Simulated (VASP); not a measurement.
Crystal: NaF.

```xyz
4
Lattice="3.8681 0.0000 0.0000 -1.9340 3.3498 0.0000 0.0000 0.0000 4.5514" Properties=species:S:1:pos:R:3 pbc="T T T"
Na    0.0000    2.2332    1.1379
Na    1.9340    1.1166    3.4136
F     1.9340    1.1166    1.1379
F     0.0000    2.2332    3.4136
```

Base run:

| Item | Value |
| --- | --- |
| Program | VASP 6.6.1 |
| Functional | PBE |
| Potentials or basis | VASP PAW PBE potentials, release 64 (Na_pv, F) |
| Cutoff | 520 eV |
| k mesh | 12 × 12 × 6 |
| Occupations | gaussian, width 0.01 eV |
| Spin | no spin polarisation |

Its results: band gap on the k mesh 5.68 eV, direct; pressure 2.5 GPa.

Problem. The run is repeated on the same cell with these changes: functional from PBE to r2SCAN. What comes out?

Solution. Band gap on the k mesh 6.35 eV, direct; pressure -0.5 GPa.

r2SCAN gives the wider gap, since meta-GGAs in the generalised Kohn-Sham scheme recover part of the derivative discontinuity.

Caveats: the PAW data sets were made with another functional, which shifts forces and pressure a little (some runs).

A k mesh can miss the band edges.
